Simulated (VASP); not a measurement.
# Mg (Fm-3m) in VASP: further runs

Aim: see how the results for Mg move with the level of theory and the settings. Levels: PBEsol, PBE. Tasks: single point.

All numbers are computed with VASP 6.6.1; they aren't measurements. Logs are shortened: lines on timing, memory, paths and dates and some standing lists are left out, and cuts for length are marked.

## 1. The cell of the first run

It takes space group Fm-3m (No. 225, cubic). Conventional cell: a = 4.498 Å, b = 4.498 Å, c = 4.498 Å, α = 90.00°, β = 90.00°, γ = 90.00°. Mg (site symmetry m-3m) has 12 Mg at 3.18 Å within 4.2 Å.

This isn't the form of Mg at room conditions, which is hcp.

## 2. Single point, PBEsol (strained)

Contents of INCAR:

```
PREC = Accurate
ENCUT = 520
EDIFF = 1E-6
ISMEAR = 0
SIGMA = 0.1
LREAL = False
LASPH = True
NELM = 60
ALGO = Normal
ISIF = 2
LWAVE = False
LCHARG = True
GGA = PS
LELF = True
LVHAR = True
NBANDS = 7
```

Contents of KPOINTS:

```
Automatic mesh
0
Gamma
  16 16 16
```

Contents of POSCAR:

```
Mg
1.0
    0.0000000000      2.2489689376      2.2489689376
    2.2489689376      0.0000000000      2.2489689376
    2.2489689376      2.2489689376      0.0000000000
Mg
1
Direct
    0.0000000000      0.0000000000      0.0000000000
```

Potentials or basis: VASP PAW PBE potentials, release 64 (Mg).

Launch:

```sh
cat potpaw_PBE.64/Mg/POTCAR > POTCAR
mpirun -np 1 vasp_std > vasp.out
```

OUTCAR:

```text
PREC = Accurate
   ENCUT = 520
   EDIFF = 1E-6
   ISMEAR = 0
   LREAL = False
   LASPH = True
   NELM = 60
   ISIF = 2
   GGA = PS

 ion  position               nearest neighbor table
   1  0.000  0.000  0.000-

  LATTYP: Found a face centered cubic cell.
 ALAT       =     4.4979378752

  Lattice vectors:

 A1 = (   0.0000000000,   2.2489689376,   2.2489689376)
 A2 = (   2.2489689376,   0.0000000000,   2.2489689376)
 A3 = (   2.2489689376,   2.2489689376,   0.0000000000)

Analysis of symmetry for initial positions (statically):
=====================================================================
 Subroutine PRICEL returns:
 Original cell was already a primitive cell.

 Routine SETGRP: Setting up the symmetry group for a
 face centered cubic supercell.

 Subroutine GETGRP returns: Found 48 space group operations
 (whereof 48 operations were pure point group operations)
 out of a pool of 48 trial point group operations.

The static configuration has the point symmetry O_h .

Analysis of symmetry for dynamics (positions and initial velocities):
=====================================================================
 Subroutine PRICEL returns:
 Original cell was already a primitive cell.

 Routine SETGRP: Setting up the symmetry group for a
 face centered cubic supercell.

 Subroutine GETGRP returns: Found 48 space group operations
 (whereof 48 operations were pure point group operations)
 out of a pool of 48 trial point group operations.

The dynamic configuration has the point symmetry O_h .

 Subroutine INISYM returns: Found 48 space group operations
 (whereof 48 operations are pure point group operations),
 and found     1 'primitive' translations

----------------------------------------------------------------------------------------

                                     Primitive cell

  volume of cell :      22.7499

  direct lattice vectors                    reciprocal lattice vectors
     0.000000000  2.248968938  2.248968938    -0.222324102  0.222324102  0.222324102
     2.248968938  0.000000000  2.248968938     0.222324102 -0.222324102  0.222324102
     2.248968938  2.248968938  0.000000000     0.222324102  0.222324102 -0.222324102

  length of vectors
     3.180522373  3.180522373  3.180522373     0.385076641  0.385076641  0.385076641

  position of ions in fractional coordinates (direct lattice)
     0.000000000  0.000000000  0.000000000

  ion indices of the primitive-cell ions
   primitive index   ion index
                 1           1

----------------------------------------------------------------------------------------

 KPOINTS: Automatic mesh

Automatic generation of k-mesh.
 Grid dimensions read from file:
 generate k-points for:   16   16   16

 Generating k-lattice:

  Cartesian coordinates                     Fractional coordinates (reciprocal lattice)
    -0.013895256  0.013895256  0.013895256     0.062500000  0.000000000  0.000000000
     0.013895256 -0.013895256  0.013895256     0.000000000  0.062500000  0.000000000
     0.013895256  0.013895256 -0.013895256     0.000000000  0.000000000  0.062500000

  Length of vectors
     0.024067290  0.024067290  0.024067290

  Shift w.r.t. Gamma in fractional coordinates (k-lattice)
     0.000000000  0.000000000  0.000000000

 Subroutine IBZKPT returns following result:
 ===========================================

 Found    145 irreducible k-points:

 Following reciprocal coordinates:
            Coordinates               Weight
  0.000000  0.000000  0.000000      1.000000
  0.062500  0.000000  0.000000      8.000000
  0.125000  0.000000  0.000000      8.000000
  0.187500  0.000000  0.000000      8.000000
  0.250000  0.000000  0.000000      8.000000
  0.312500  0.000000  0.000000      8.000000
[... 16 lines left out ...]
 -0.125000  0.062500  0.000000     24.000000
 -0.062500  0.062500  0.000000     12.000000
 [... further k-points ...]
   k-points           NKPTS =    145   k-points in BZ     NKDIM =    145   number of bands    NBANDS=      7
   number of dos      NEDOS =    301   number of ions     NIONS =      1
   total plane-waves  NPLWV =  13824
   dimension x,y,z NGX =    24 NGY =   24 NGZ =   24
   dimension x,y,z NGXF=    48 NGYF=   48 NGZF=   48
   ions per type =               1
   NGX,Y,Z   is equivalent  to a cutoff of  12.54, 12.54, 12.54 a.u.
   NGXF,Y,Z  is equivalent  to a cutoff of  25.09, 25.09, 25.09 a.u.
 SYSTEM =  unknown system
   PREC   = accura    normal or accurate (medium, high low for compatibility)
   ISTART =      0    job   : 0-new  1-cont  2-samecut
   ICHARG =      2    charge: 1-file 2-atom 10-const
   ISPIN  =      1    spin polarized calculation?
   LNONCOLLINEAR =      F non collinear calculations
   LSORBIT =      F    spin-orbit coupling
   LASPH  =      T    aspherical Exc in radial PAW
   ENCUT  =  520.0 eV  38.22 Ry    6.18 a.u.   5.91  5.91  5.91*2*pi/ulx,y,z
   NELM   =     60;   NELMIN=  2; NELMDL= -5     # of ELM steps
   EDIFF  = 0.1E-05   stopping-criterion for ELM
   LREAL  =      F    real-space projection
   EDIFFG = 0.1E-04   stopping-criterion for IOM
   NSW    =      0    number of steps for IOM
   IBRION =     -1    ionic relax: 0-MD 1-quasi-New 2-CG
   NFREE  =      0    steps in history (QN), initial steepest desc. (CG)
   ISIF   =      2    stress and relaxation
   ISYM   =      2    0-nonsym 1-usesym 2-fastsym
   POTIM  = 0.5000    time-step for ionic-motion
   TEBEG  =    0.0;   TEEND  =   0.0 temperature during run
   PSTRESS=    0.0 pullay stress
   NELECT =       2.0000    total number of electrons
   NUPDOWN=      -1.0000    fix difference up-down
   EMIN   =  10.00;   EMAX   =-10.00  energy-range for DOS
   EFERMI =   0.00;   METHOD = LEGACY
   ISMEAR =     0;   SIGMA  =   0.10  broadening in eV -4-tet -1-fermi 0-gaus
   EFERMI_NEDOS =   21; number of points for ismear=-14 and -15
   IALGO  =     38    algorithm
   IMIX   =      4    mixing-type and parameters
     AMIX     =   0.40;   BMIX     =  1.00
     AMIX_MAG =   1.60;   BMIX_MAG =  1.00
  volume/ion in A,a.u.               =      22.75       153.52
  Fermi-wavevector in a.u.,A,eV,Ry     =   0.727933  1.375594  7.209542  0.529886
  Thomas-Fermi vector in A             =   1.819280
   LORBIT       =      0    0 simple, 1 ext, 2 COOP (PROOUT), +10 PAW based schemes
   GGA     = PS    functional components
   LHFCALC =     F    Hartree Fock is set to
   AEXX    =    0.0000 exact exchange contribution
   IVDW    =     0    specifies the selected vdW correction
   LEPSILON=     F    determine dielectric tensor
   LRPA    =     F    only Hartree local field effects (RPA)
 non-spin polarized calculation
 Gauss-broadening in eV      SIGMA  =   0.10
  energy-cutoff  :      520.00
  volume of cell :       22.75
 maximum number of plane-waves:       622
   NGX = 11   NGY = 11   NGZ = 11

 number of electron       2.0000000 magnetization

 Free energy of the ion-electron system (eV)
  ---------------------------------------------------
  ext. energy  EPLUGINS =         0.00000000
  ---------------------------------------------------
  free energy    TOTEN  =        -1.70976024 eV

  energy without entropy =       -1.70691335  energy(sigma->0) =       -1.70833680

 E-fermi :   2.6158     XC(G=0):  -8.5629

 val. band max:        2.6149870010   @ k =  -0.3750   0.4375   0.1250
 cond. band min:       2.6474346953   @ k =  -0.3125   0.3750   0.1250
 fundamental gap:      0.0324476943
 Fermi energy:         2.6157863659

 k-point     1 :       0.0000    0.0000    0.0000
  band No.  band energies     occupation
      1      -4.3301      2.00000
      2      15.0282      0.00000
      3      15.0282      0.00000
      4      15.0282      0.00000
      5      17.0109      0.00000
      6      17.0109      0.00000
      7      17.0109      0.00000

 k-point     2 :       0.0625    0.0000    0.0000
  band No.  band energies     occupation
      1      -4.2427      2.00000
      2      13.6344      0.00000
      3      14.8251      0.00000
      4      14.8251      0.00000
      5      17.0398      0.00000
      6      17.3611      0.00000
      7      17.3611      0.00000

 k-point     3 :       0.1250    0.0000    0.0000
  band No.  band energies     occupation
      1      -3.9810      2.00000
      2      11.5782      0.00000
      3      14.4465      0.00000
      4      14.4465      0.00000
      5      16.7715      0.00000
      6      18.1791      0.00000
      7      18.1791      0.00000

 k-point     4 :       0.1875    0.0000    0.0000
  band No.  band energies     occupation
      1      -3.5465      2.00000
      2       9.5400      0.00000
      3      14.1062      0.00000
      4      14.1062      0.00000
      5      16.4685      0.00000
      6      18.1632      0.00000
      7      18.1632      0.00000

 k-point     5 :       0.2500    0.0000    0.0000
  band No.  band energies     occupation
      1      -2.9414      2.00000
      2       7.5978      0.00000
      3      13.8686      0.00000
      4      13.8686      0.00000
      5      16.2305      0.00000
      6      17.1488      0.00000
      7      17.1488      0.00000
[... 161 lines left out ...]
 k-point    22 :      -0.1875    0.0625    0.0000
  band No.  band energies     occupation
      1      -3.2867      2.00000
      2       8.9270      0.00000
      3      12.4287      0.00000
      4      15.0637      0.00000
      5      16.8379      0.00000
      6      17.0202      0.00000
      7      18.0578      0.00000

 k-point    23 :      -0.1250    0.0625    0.0000
  band No.  band energies     occupation
      1      -3.7780      2.00000
      2      10.8946      0.00000
      3      12.8217      0.00000
      4      15.2611      0.00000
      5      17.2799      0.00000
      6      17.6991      0.00000
      7      17.9641      0.00000

 k-point    24 :      -0.0625    0.0625    0.0000
  band No.  band energies     occupation
      1      -4.0972      2.00000
      2      12.7085      0.00000
      3      13.5279      0.00000
      4      15.2546      0.00000
      5      17.1776      0.00000
      6      17.3617      0.00000
      7      17.9676      0.00000

 [... further k-points ...]

------------------------ aborting loop because EDIFF is reached ----------------------------------------

  FORCE on cell =-STRESS in cart. coord.  units (eV):
  Direction    XX          YY          ZZ          XY          YZ          ZX
  --------------------------------------------------------------------------------------
  -------------------------------------------------------------------------------------
  Total       -0.0224872     -0.0224872     -0.0224872      0.0000000      0.0000000      0.0000000
  in kB       -1.5836730     -1.5836730     -1.5836730      0.0000000      0.0000000      0.0000000
  external PRESSURE =      -1.5836730 kB  Pullay stress =       0.0000000 kB

 VOLUME and BASIS-vectors are now :
 -----------------------------------------------------------------------------
  energy-cutoff  :      520.00
  volume of cell :       22.75
      direct lattice vectors                 reciprocal lattice vectors
     0.000000000  2.248968938  2.248968938    -0.222324102  0.222324102  0.222324102
     2.248968938  0.000000000  2.248968938     0.222324102 -0.222324102  0.222324102
     2.248968938  2.248968938  0.000000000     0.222324102  0.222324102 -0.222324102

 POSITION                                       TOTAL-FORCE (eV/Angst)
 -----------------------------------------------------------------------------------
      0.00000      0.00000      0.00000         0.000000      0.000000      0.000000
 -----------------------------------------------------------------------------------
    total drift:                                0.000000     -0.000000      0.000000

  FREE ENERGIE OF THE ION-ELECTRON SYSTEM (eV)
  ---------------------------------------------------
  free  energy   TOTEN  =        -1.7097602402 eV

  energy  without entropy=       -1.7069133522  energy(sigma->0) =       -1.70833680
```

It took 4.8 s on 1 thread of Intel Xeon 6975P-C (Granite Rapids), shared host; peak memory 0.15 GiB.

What came out:

| Property | Result |
| --- | --- |
| Free energy | -1.7098 eV |
| Pressure | -0.2 GPa |
| Band gap on the k mesh | zero (bands 1 and 2 overlap by 2.73 eV) |

Caveat: the cell differs from its parent crystal (strained); the PAW data sets were made with another functional, which shifts forces and pressure a little.

## 3. Single point, PBE (strained)

Contents of INCAR:

```
PREC = Accurate
ENCUT = 520
EDIFF = 1E-7
ISMEAR = 0
SIGMA = 0.1
LREAL = False
LASPH = True
NELM = 100
ALGO = Normal
ISIF = 2
LWAVE = False
LCHARG = False
GGA = PE
NBANDS = 7
```

Contents of KPOINTS:

```
regular mesh
0
Gamma
  16 16 16
```

Contents of POSCAR:

```
Mg
1.0
    0.0000000000      2.2558363610      2.2558363610
    2.2558363610      0.0000000000      2.2558363610
    2.2558363610      2.2558363610      0.0000000000
Mg
1
Direct
    0.0000000000      0.0000000000      0.0000000000
```

Potentials or basis: VASP PAW PBE potentials, release 64 (Mg).

Launch:

```sh
cat potpaw_PBE.64/Mg/POTCAR > POTCAR
mpirun -np 1 vasp_std > vasp.out
```

It took 5.4 s on 1 thread of Intel Xeon 6975P-C (Granite Rapids), shared host; peak memory 0.14 GiB.

Results (log left out):

| Property | Result |
| --- | --- |
| Free energy | -1.4930 eV |
| Pressure | 0.1 GPa |
| Band gap on the k mesh | zero (bands 1 and 2 overlap by 2.73 eV) |

Levels at points of the mesh, in eV from the Fermi level:
```csv
k point,band 1,band 2,band 3,band 4,band 5,band 6
"(0.00, 0.00, 0.00)",-6.91,12.37,12.37,12.37,14.30,14.30
"(0.50, 0.00, 0.00)",-1.69,-1.27,11.28,11.28,12.10,12.10
"(0.50, 0.50, 0.00)",-0.21,0.81,6.10,6.96,6.96,9.80
```

Caveat: the cell differs from its parent crystal (strained).

## 4. Single point, PBEsol (strained)

Contents of INCAR:

```
PREC = Accurate ; ENCUT = 520
EDIFF = 1E-6 ; ISMEAR = 0
SIGMA = 0.1 ; LREAL = F
LASPH = T ; NELM = 80
ALGO = Normal ; ISIF = 2
LWAVE = F ; LCHARG = F
GGA = PS ; NBANDS = 7
```

KPOINTS is that of step 3.

Contents of POSCAR:

```
Mg
1.0
    0.0000000000      2.3193039206      2.3193039206
    2.3193039206      0.0000000000      2.3193039206
    2.3193039206      2.3193039206      0.0000000000
Mg
1
Direct
    0.0000000000      0.0000000000      0.0000000000
```

Launch:

```sh
cat potpaw_PBE.64/Mg/POTCAR > POTCAR
mpirun -np 1 vasp_std > vasp.out
```

Wall time 4.8 s (1 thread of Intel Xeon 6975P-C (Granite Rapids), shared host); peak memory 0.15 GiB.

Results (log left out):

| Item | Value |
| --- | --- |
| Free energy | -1.6868 eV |
| Pressure | -3.0 GPa |
| Band gap on the k mesh | zero (bands 1 and 2 overlap by 2.69 eV) |

Levels at points of the mesh, in eV from the Fermi level:
| k point | band 1 | band 2 | band 3 | band 4 | band 5 | band 6 |
| --- | --- | --- | --- | --- | --- | --- |
| (0.00, 0.00, 0.00) | -6.56 | 11.85 | 11.85 | 11.85 | 13.36 | 13.36 |
| (0.50, 0.00, 0.00) | -1.56 | -1.28 | 10.82 | 10.82 | 11.28 | 11.28 |
| (0.50, 0.50, 0.00) | -0.18 | 0.74 | 5.95 | 6.53 | 6.53 | 9.06 |

Caveat: the cell differs from its parent crystal (strained); the PAW data sets were made with another functional, which shifts forces and pressure a little.

## 5. Overview

| level | cell | gap on the mesh (eV) | pressure (GPa) |
| --- | --- | --- | --- |
| PBEsol | a = 3.181 Å, angles 60.0°, 1 atom | none | -0.2 |
| PBE | a = 3.190 Å, angles 60.0°, 1 atom | none | 0.1 |
| PBEsol | a = 3.280 Å, angles 60.0°, 1 atom | none | -3.0 |

Alike in all rows: task single point; potentials or basis VASP PAW PBE potentials, release 64 (Mg); no spin polarisation; k mesh 16 × 16 × 16; cutoff (eV) 520; smearing gaussian 0.1 eV.

Caveats: the PAW data sets were made with another functional, which shifts forces and pressure a little (at least some runs).

Absolute energies hang on the potentials; compare differences alone.
